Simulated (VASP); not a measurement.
Input of a VASP 6.6.1 run:

Contents of INCAR:

```
  PREC = Accurate
  ENCUT = 520
  EDIFF = 1E-6
  ISMEAR = -1
  SIGMA = 0.05
  LREAL = F
  LASPH = T
  NELM = 100
  ALGO = Normal
  ISIF = 2
  LWAVE = F
  LCHARG = T
  GGA = RE
  IVDW = 12
  LELF = T
  LVHAR = T
  NBANDS = 18
```

File KPOINTS:

```
regular mesh
0
Gamma
  9 9 9
```

Contents of POSCAR:

```
HfO2
1.0
    0.0000000000      2.5375296153      2.5375296153
    2.5375296153      0.0000000000      2.5375296153
    2.5375296153      2.5375296153      0.0000000000
Hf O
1 2
Direct
    0.0000000000      0.0000000000      0.0000000000
    0.7500000000      0.7500000000      0.7500000000
    0.2500000000      0.2500000000      0.2500000000
```

Potentials or basis: VASP PAW PBE potentials, release 64 (Hf_pv, O).

Run with:

```bash
$ cat potpaw_PBE.64/Hf_pv/POTCAR potpaw_PBE.64/O/POTCAR > POTCAR
$ mpirun -np 1 vasp_std > vasp.out
```

(1) Estimate the dispersion energy per atom.

(2) Predict the band gap on the k mesh.

Answers

(1) -0.448 eV.

(2) 3.98 eV, indirect (least direct gap 4.10 eV).

Caveat: spin-orbit coupling is left out, which moves the levels of the heavy elements.
